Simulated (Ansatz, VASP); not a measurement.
# Mg in VASP and in Ansatz

The input INCAR:

```
  PREC = Accurate
  ENCUT = 520
  EDIFF = 1E-6
  ISMEAR = 0
  SIGMA = 0.1
  LREAL = F
  LASPH = T
  NELM = 100
  ALGO = Fast
  ISIF = 2
  LWAVE = F
  LCHARG = F
  GGA = PE
  NBANDS = 7
```

The input KPOINTS:

```
Automatic mesh
0
Gamma
  15 15 15
```

File POSCAR:

```
Mg
1.0
   -0.0897702400      2.2041062602      2.2041062602
    2.2041062602     -0.0897702400      2.2041062602
    2.2041062602      2.2041062602     -0.0897702400
Mg
1
Direct
    0.0000000000      0.0000000000      0.0000000000
```

Input for Ansatz:

```yaml
crystal:
  lattice:
    - [-0.08977024, 2.2041062602, 2.2041062602]
    - [2.2041062602, -0.08977024, 2.2041062602]
    - [2.2041062602, 2.2041062602, -0.08977024]
  atoms:
    - { symbol: Mg, position: [0.0, 0.0, 0.0] }
basis:
  ecutwfc: 420
kpoints:
  mp_grid: { grid: [15, 15, 15] }
hamiltonian:
  xc: pbe
scf:
  occupations: { method: gaussian, width: 0.1 }
output:
  forces: true
  stress: true
  eigenvalues: true
```

Alike in both runs: task single point; functional PBE; k mesh 15 × 15 × 15; occupations gaussian, width 0.1 eV; no spin polarisation.

```csv
,VASP,Ansatz
version,VASP 6.6.1,Ansatz 0.2.0
potentials or method,"VASP PAW PBE potentials, release 64 (Mg), cutoff 520 eV","scalar-relativistic, plane waves, PAW"
valence electrons in the cell,2,10
```

Ansatz gave:

```
gap on the k mesh at the Fermi level (eV)                     : none
pressure (GPa)                                                : 0.8
traceless stress, the component that is largest in VASP (GPa) : 1.10
```

Task: Which values does VASP return?

Result: gap on the k mesh at the Fermi level (eV): none; pressure (GPa): 0.7; traceless stress, the component that is largest in VASP (GPa): 1.10.

A gap of «none» marks a metal or a gap that the smearing closes. The functional is the same, so the differences come from potentials, cutoffs and numerics. VASP's potentials hold 2 valence electrons a cell and Ansatz's 10, so a difference there can come from the potentials and not from the codes.
